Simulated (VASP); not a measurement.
Runs of VASP 6.6.1 on As. The structure is that of space group Fd-3m (No. 227), or close to it. The cells are those of the table. 

```tsv
cell	k mesh	gap on the mesh (eV)	pressure (GPa)
a = 4.195 Å, angles 60.0°, 2 atoms	10 × 10 × 10	none	(a)
a = 4.416 Å, angles 60.0°, 2 atoms	10 × 10 × 10	none	-4.7
a = 4.253 Å, angles 60.0°, 2 atoms	10 × 10 × 10	none	0.1
a = 4.253 Å, angles 60.0°, 2 atoms	15 × 15 × 15	none	0.1
a = 4.309 Å, angles 60.0°, 2 atoms	10 × 10 × 10	none	-1.8
```

Alike in all rows: task single point; level PBEsol; potentials or basis VASP PAW PBE potentials, release 64 (As); no spin polarisation; cutoff (eV) 520; smearing fermi-dirac 0.1 eV.

**Question.** Fill in the values left out.

**Answer.** (a) 2.4.

Caveats: the PAW data sets were made with another functional, which shifts forces and pressure a little.

A k mesh can miss the band edges, and the runs leave out spin-orbit coupling on As.

A gap of «none» marks levels without a gap at the run's occupations.
